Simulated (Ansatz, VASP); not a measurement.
# One calculation of PbSe, two programs

```
Pb Se
1.0
     0.00000    3.05191    3.05191
     3.05191    0.00000    3.05191
     3.05191    3.05191    0.00000
Pb Se
1 1
Direct
  0.00000 0.00000 0.00000
  0.50000 0.50000 0.50000
```

Change from the starting cell: volume scaled by 0.99.

Alike in both runs: task single point; functional PBEsol; k mesh 9 × 9 × 9; occupations fermi-dirac, width 0.01 eV; no spin polarisation.

```csv
,VASP,Ansatz
version,VASP 6.6.1,Ansatz 0.2.0
potentials or method,"VASP PAW PBE potentials, release 64 (Pb_d, Se), cutoff 500 eV","all-electron LAPW, scalar-relativistic"
```

```tsv
	VASP	Ansatz	Ansatz less VASP
pressure (GPa)	-0.1	-0.1	+0.01
```

VASP's potentials were made for PBE, not for PBEsol. Ansatz ran all-electron here, and VASP with PAW potentials.

Neither program's run includes spin-orbit coupling.
